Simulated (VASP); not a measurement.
**C: single point with PBE**

C:

```
C
1.0
     2.46657    0.00000    0.00000
    -1.23329    2.13611    0.00000
     0.00000    0.00000    8.48812
C
4
Cartesian
  0.0000 0.0000 2.1220
  0.0000 0.0000 6.3661
  0.0000 1.4241 2.1220
  1.2333 0.7120 6.3661
```

```json
{
 "Program": "VASP 6.6.1",
 "Task": "single point",
 "Functional": "PBE",
 "Potentials or basis": "VASP PAW PBE potentials, release 64 (C)",
 "Cutoff": "520 eV",
 "k mesh": "15 × 15 × 5",
 "Occupations": "fermi-dirac, width 0.05 eV",
 "Spin": "no spin polarisation",
 "Dipole correction": "no",
 "Further INCAR settings": "ALGO = Normal; EDIFF = 1e-06; NBANDS = 16"
}
```

```json
{"Pressure": "0.4 GPa", "Band gap on the k mesh": "zero (filled and empty bands touch)"}
```

Stress tensor (GPa, compression positive):
```
 0.55  0.00  0.00
 0.00  0.55  0.00
 0.00  0.00 -0.02
```

Levels at points of the mesh, in eV from the Fermi level:
| k point | band 4 | band 5 | band 6 | band 7 | band 8 | band 9 | band 10 | band 11 | band 12 | band 13 |
| --- | --- | --- | --- | --- | --- | --- | --- | --- | --- | --- |
| (0.00, 0.00, 0.00) | -7.36 | -3.04 | -3.04 | -3.04 | -3.04 | 3.10 | 6.45 | 8.30 | 8.30 | 8.31 |

Run time: 46 s on 1 thread of AMD EPYC 7R43 64-Core Processor (Zen 3), with other jobs on the host, peak memory 0.14 GiB.

Caveat: this functional lacks dispersion, which binds the layers, so the pressure and a relaxed spacing across them are unreliable.
